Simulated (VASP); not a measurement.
A run of VASP 6.6.1 is set up as follows.

The input INCAR:

```
SYSTEM = In2TeBr4
PREC = Accurate
ENCUT = 500
EDIFF = 1E-6
ISMEAR = 0
SIGMA = 0.15
LREAL = .False.
LASPH = .True.
NELM = 120
ALGO = Normal
ISIF = 2
LWAVE = .False.
LCHARG = .True.
GGA = PE
LELF = .True.
LVHAR = .True.
NBANDS = 39
GGA_COMPAT = .False.
```

KPOINTS

```
Automatic mesh
0
Gamma
  3 3 3
  0 0 0
```

Contents of POSCAR:

```
In2TeBr4
1.0
   -3.2557248962      3.2557248962      6.0030686537
    3.2557248962     -3.2557248962      6.0030686537
    3.2557248962      3.2557248962     -6.0030686537
In Te Br
2 1 4
Direct
    0.0000000000      0.0000000000      0.0000000000
    0.7500000000      0.2500000000      0.5000000000
    0.2500000000      0.7500000000      0.5000000000
    0.2664572071      0.2664572071      0.0000000000
    0.7335427929      0.7335427929      0.0000000000
    0.4793258692     -0.0206741308      0.5000000000
    1.0206741308      0.5206741308      0.5000000000
```

Potentials or basis: VASP PAW PBE potentials, release 64 (In_d, Te, Br).

The run is started by

```bash
$ cat potpaw_PBE.64/In_d/POTCAR potpaw_PBE.64/Te/POTCAR potpaw_PBE.64/Br/POTCAR > POTCAR
$ mpirun -np 1 vasp_std > vasp.out
```

**Question.** Predict the band gap on the k mesh.

**Answer.** Zero (bands 30 and 31 overlap by 1.31 eV).

**Question.** Predict the pressure.

**Answer.** 0.2 GPa.

**Question.** Predict the largest force.

**Answer.** 0.050 eV/Å.

Forces in eV/Å, atoms in the order of the input:
```
In   0.000  0.000  0.000
In   0.000  0.000  0.000
Te   0.000  0.000  0.000
Br   0.000  0.000 -0.050
Br   0.000  0.000  0.050
Br   0.000  0.000 -0.004
Br   0.000  0.000  0.004
```

Caveat: the k points lie up to 0.37 Å⁻¹ apart, too coarse for converged energies and pressures of a metal; spin-orbit coupling is left out, which moves the levels of the heavy elements.
